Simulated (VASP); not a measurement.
# Si (Fd-3m) in VASP: a series of runs

Si is run at these levels: PBEsol; tasks: single point.

Program: VASP 6.6.1. These are calculated values, not measurements. Logs are shortened: lines on timing, memory, paths and dates and some standing lists are left out, and cuts for length are marked.

### Step 1. The cell of the first run

Symmetry: Fd-3m, No. 227, cubic system. Conventional cell: a = 5.434 Å, b = 5.434 Å, c = 5.434 Å, α = 90.00°, β = 90.00°, γ = 90.00°. Si (site symmetry -43m) has 4 Si at 2.35 Å within 3.1 Å.

### Step 2. Single point, PBEsol

INCAR

```
  PREC = Accurate
  ENCUT = 520
  EDIFF = 1E-6
  ISMEAR = 0
  SIGMA = 0.02
  LREAL = F
  LASPH = T
  NELM = 80
  ALGO = Normal
  ISIF = 2
  LWAVE = F
  LCHARG = T
  GGA = PS
  LELF = T
  LVHAR = T
  NBANDS = 11
```

KPOINTS

```
Automatic mesh
0
Gamma
  12 12 12
```

POSCAR

```
Si
1.0
    0.0000000000      2.7169171383      2.7169171383
    2.7169171383      0.0000000000      2.7169171383
    2.7169171383      2.7169171383      0.0000000000
Si
2
Direct
    0.7500000000      0.7500000000      0.7500000000
    0.5000000000      0.5000000000      0.5000000000
```

Potentials or basis: VASP PAW PBE potentials, release 64 (Si).

Launch:

```
$ cat potpaw_PBE.64/Si/POTCAR > POTCAR
$ mpirun -np 1 vasp_std > vasp.out
```

OUTCAR:

```text
PREC = Accurate
   ENCUT = 520
   EDIFF = 1E-6
   ISMEAR = 0
   LREAL = F
   LASPH = T
   NELM = 80
   ISIF = 2
   GGA = PS

 ion  position               nearest neighbor table
   1  0.750  0.750  0.750-   2 2.35   2 2.35   2 2.35   2 2.35
   2  0.500  0.500  0.500-   1 2.35   1 2.35   1 2.35   1 2.35

  LATTYP: Found a face centered cubic cell.
 ALAT       =     5.4338342766

  Lattice vectors:

 A1 = (   0.0000000000,   2.7169171383,   2.7169171383)
 A2 = (   2.7169171383,   0.0000000000,   2.7169171383)
 A3 = (   2.7169171383,   2.7169171383,   0.0000000000)

Analysis of symmetry for initial positions (statically):
=====================================================================
 Subroutine PRICEL returns:
 Original cell was already a primitive cell.

 Routine SETGRP: Setting up the symmetry group for a
 face centered cubic supercell.

 Subroutine GETGRP returns: Found 48 space group operations
 (whereof 24 operations were pure point group operations)
 out of a pool of 48 trial point group operations.

The static configuration has the point symmetry T_d .
 The point group associated with its full space group is O_h .

Analysis of symmetry for dynamics (positions and initial velocities):
=====================================================================
 Subroutine PRICEL returns:
 Original cell was already a primitive cell.

 Routine SETGRP: Setting up the symmetry group for a
 face centered cubic supercell.

 Subroutine GETGRP returns: Found 48 space group operations
 (whereof 24 operations were pure point group operations)
 out of a pool of 48 trial point group operations.

The dynamic configuration has the point symmetry T_d .
 The point group associated with its full space group is O_h .

 Subroutine INISYM returns: Found 48 space group operations
 (whereof 24 operations are pure point group operations),
 and found     1 'primitive' translations

----------------------------------------------------------------------------------------

                                     Primitive cell

  volume of cell :      40.1106

  direct lattice vectors                    reciprocal lattice vectors
     0.000000000  2.716917138  2.716917138    -0.184032112  0.184032112  0.184032112
     2.716917138  0.000000000  2.716917138     0.184032112 -0.184032112  0.184032112
     2.716917138  2.716917138  0.000000000     0.184032112  0.184032112 -0.184032112

  length of vectors
     3.842301065  3.842301065  3.842301065     0.318752969  0.318752969  0.318752969

  position of ions in fractional coordinates (direct lattice)
     0.750000000  0.750000000  0.750000000
[... 83 lines left out ...]
   NFREE  =      0    steps in history (QN), initial steepest desc. (CG)
   ISIF   =      2    stress and relaxation
   ISYM   =      2    0-nonsym 1-usesym 2-fastsym
   POTIM  = 0.5000    time-step for ionic-motion
   TEBEG  =    0.0;   TEEND  =   0.0 temperature during run
   PSTRESS=    0.0 pullay stress
   NELECT =       8.0000    total number of electrons
   NUPDOWN=      -1.0000    fix difference up-down
   EMIN   =  10.00;   EMAX   =-10.00  energy-range for DOS
   EFERMI =   0.00;   METHOD = LEGACY
   ISMEAR =     0;   SIGMA  =   0.02  broadening in eV -4-tet -1-fermi 0-gaus
   EFERMI_NEDOS =   21; number of points for ismear=-14 and -15
   IALGO  =     38    algorithm
   IMIX   =      4    mixing-type and parameters
     AMIX     =   0.40;   BMIX     =  1.00
     AMIX_MAG =   1.60;   BMIX_MAG =  1.00
  volume/ion in A,a.u.               =      20.06       135.34
  Fermi-wavevector in a.u.,A,eV,Ry     =   0.956500  1.807523 12.447872  0.914893
  Thomas-Fermi vector in A             =   2.085434
   LORBIT       =      0    0 simple, 1 ext, 2 COOP (PROOUT), +10 PAW based schemes
   GGA     = PS    functional components
   LHFCALC =     F    Hartree Fock is set to
   AEXX    =    0.0000 exact exchange contribution
   IVDW    =     0    specifies the selected vdW correction
   LEPSILON=     F    determine dielectric tensor
   LRPA    =     F    only Hartree local field effects (RPA)
 non-spin polarized calculation
 Gauss-broadening in eV      SIGMA  =   0.02
  energy-cutoff  :      520.00
  volume of cell :       40.11
 maximum number of plane-waves:      1106
 NGX is ok and might be reduce to    30
   NGX = 15   NGY = 15   NGZ = 15

 number of electron       8.0000001 magnetization

 Free energy of the ion-electron system (eV)
  ---------------------------------------------------
  ext. energy  EPLUGINS =         0.00000000
  ---------------------------------------------------
  free energy    TOTEN  =       -11.49324603 eV

  energy without entropy =      -11.49324603  energy(sigma->0) =      -11.49324603

 E-fermi :   5.9318     XC(G=0):  -9.5472

 val. band max:        5.7721907992   @ k =   0.0000   0.0000   0.0000
 cond. band min:       6.2318269942   @ k =   0.4167   0.4167   0.0000
 fundamental gap:      0.4596361950
 Fermi energy:         5.9318005622

 k-point     1 :       0.0000    0.0000    0.0000
  band No.  band energies     occupation
      1      -6.2062      2.00000
      2       5.7722      2.00000
      3       5.7722      2.00000
      4       5.7722      2.00000
      5       8.2890      0.00000
      6       8.2890      0.00000
      7       8.2890      0.00000
      8       9.0766      0.00000
      9      13.4598      0.00000
     10      13.4598      0.00000
     11      13.4757      0.00000
[... 309 lines left out ...]
 k-point    24 :      -0.4167    0.1667    0.0000
  band No.  band energies     occupation
      1      -3.5874      2.00000
      2      -1.0222      2.00000
      3       2.7516      2.00000
      4       4.1713      2.00000
      5       7.8717      0.00000
      6       9.7663      0.00000
      7      10.1076      0.00000
      8      13.6594      0.00000
      9      14.2174      0.00000
     10      14.4963      0.00000
     11      16.7842      0.00000

 [... further k-points ...]
[... 5 lines left out ...]
  --------------------------------------------------------------------------------------
  -------------------------------------------------------------------------------------
  Total        0.0249472      0.0249472      0.0249472      0.0000000      0.0000000      0.0000000
  in kB        0.9964888      0.9964888      0.9964888      0.0000000      0.0000000      0.0000000
  external PRESSURE =       0.9964888 kB  Pullay stress =       0.0000000 kB

 VOLUME and BASIS-vectors are now :
 -----------------------------------------------------------------------------
  energy-cutoff  :      520.00
  volume of cell :       40.11
      direct lattice vectors                 reciprocal lattice vectors
     0.000000000  2.716917138  2.716917138    -0.184032112  0.184032112  0.184032112
     2.716917138  0.000000000  2.716917138     0.184032112 -0.184032112  0.184032112
     2.716917138  2.716917138  0.000000000     0.184032112  0.184032112 -0.184032112

 POSITION                                       TOTAL-FORCE (eV/Angst)
 -----------------------------------------------------------------------------------
      4.07538      4.07538      4.07538        -0.000000     -0.000000     -0.000000
      2.71692      2.71692      2.71692         0.000000      0.000000      0.000000
 -----------------------------------------------------------------------------------
    total drift:                                0.000000     -0.000000     -0.000000

  FREE ENERGIE OF THE ION-ELECTRON SYSTEM (eV)
  ---------------------------------------------------
  free  energy   TOTEN  =       -11.4932460348 eV

  energy  without entropy=      -11.4932460348  energy(sigma->0) =      -11.49324603
```

OSZICAR:

```text
N       E                     dE             d eps       ncg     rms          rms(c)
DAV:   1     0.736643667429E+01    0.73664E+01   -0.32197E+03  1584   0.587E+02
DAV:   2    -0.111647568022E+02   -0.18531E+02   -0.17848E+02  2161   0.860E+01
DAV:   3    -0.117110348960E+02   -0.54628E+00   -0.54434E+00  2015   0.128E+01
DAV:   4    -0.117153499194E+02   -0.43150E-02   -0.43147E-02  1886   0.146E+00
DAV:   5    -0.117153894826E+02   -0.39563E-04   -0.39563E-04  2007   0.127E-01    0.496E+00
DAV:   6    -0.115623002862E+02    0.15309E+00   -0.82369E-02  1820   0.115E+00    0.297E+00
DAV:   7    -0.114925865937E+02    0.69714E-01   -0.14688E-01  1823   0.162E+00    0.181E-01
DAV:   8    -0.114931710021E+02   -0.58441E-03   -0.58847E-03  1794   0.426E-01    0.811E-02
DAV:   9    -0.114932352751E+02   -0.64273E-04   -0.95652E-05  2015   0.642E-02    0.564E-02
DAV:  10    -0.114932462564E+02   -0.10981E-04   -0.10518E-05  1849   0.178E-02    0.655E-03
DAV:  11    -0.114932460348E+02    0.22155E-06   -0.68204E-07  1807   0.411E-03
   1 F= -.11493246E+02 E0= -.11493246E+02  d E =-.429143E-32
```

stdout:

```text
POSCAR found type information on POSCAR Si
 POSCAR found :  1 types and       2 ions
 scaLAPACK will be used
 -----------------------------------------------------------------------------
|                                                                             |
|                                                                             |
|     You enforced a specific xc type in the INCAR file but a different       |
|     I HOPE YOU KNOW WHAT YOU ARE DOING!                                     |
|                                                                             |
 -----------------------------------------------------------------------------

 LDA part: xc-table for (Slater+PW92), standard interpolation
 POSCAR, INCAR and KPOINTS ok, starting setup
 FFT: planning ... GRIDC
 FFT: planning ... GRID_SOFT
 FFT: planning ... GRID
 WAVECAR not read
 entering main loop
```

Wall time 17 s (1 thread of Intel Xeon 6975P-C (Granite Rapids), shared host); peak memory 0.16 GiB.

What came out:

* Free energy: -11.4932 eV
* Pressure: 0.1 GPa
* Band gap on the k mesh: 0.46 eV, indirect (least direct gap 2.52 eV)

Caveat: the PAW data sets were made with another functional, which shifts forces and pressure a little. A k mesh can miss the band edges.

### Step 3. Single point, PBEsol

INCAR

```
SYSTEM = Si
PREC = Accurate
ENCUT = 500
EDIFF = 1E-6
ISMEAR = 0
SIGMA = 0.02
LREAL = .FALSE.
LASPH = .TRUE.
NELM = 120
ALGO = Normal
ISIF = 2
LWAVE = .FALSE.
LCHARG = .FALSE.
GGA = PS
NBANDS = 11
GGA_COMPAT = .FALSE.
```

KPOINTS

```
Automatic mesh
0
G
  8 8 8
  0 0 0
```

POSCAR is that of step 2.

Potentials or basis: VASP PAW PBE potentials, release 64 (Si).

Launch:

```
$ cat potpaw_PBE.64/Si/POTCAR > POTCAR
$ mpirun -np 1 vasp_std > vasp.out
```

It took 7.9 s on 1 thread of AMD EPYC 7R13 (Zen 3), shared host; peak memory 0.12 GiB.

It converged, with:

```
Free energy            : -11.4892 eV
Pressure               : 0.1 GPa
Band gap on the k mesh : 0.51 eV, indirect (least direct gap 2.52 eV)
```

Levels at points of the mesh, in eV from the valence-band top:
| k point | band 2 | band 3 | band 4 | band 5 | band 6 | band 7 |
| --- | --- | --- | --- | --- | --- | --- |
| (0.00, 0.00, 0.00) | 0.00 | 0.00 | 0.00 | 2.52 | 2.52 | 2.52 |
| (0.50, 0.00, 0.00) | -7.01 | -1.20 | -1.20 | 1.46 | 3.27 | 3.27 |
| (0.50, 0.50, 0.00) | -7.82 | -2.87 | -2.87 | 0.59 | 0.59 | 10.05 |

Caveat: the PAW data sets were made with another functional, which shifts forces and pressure a little.
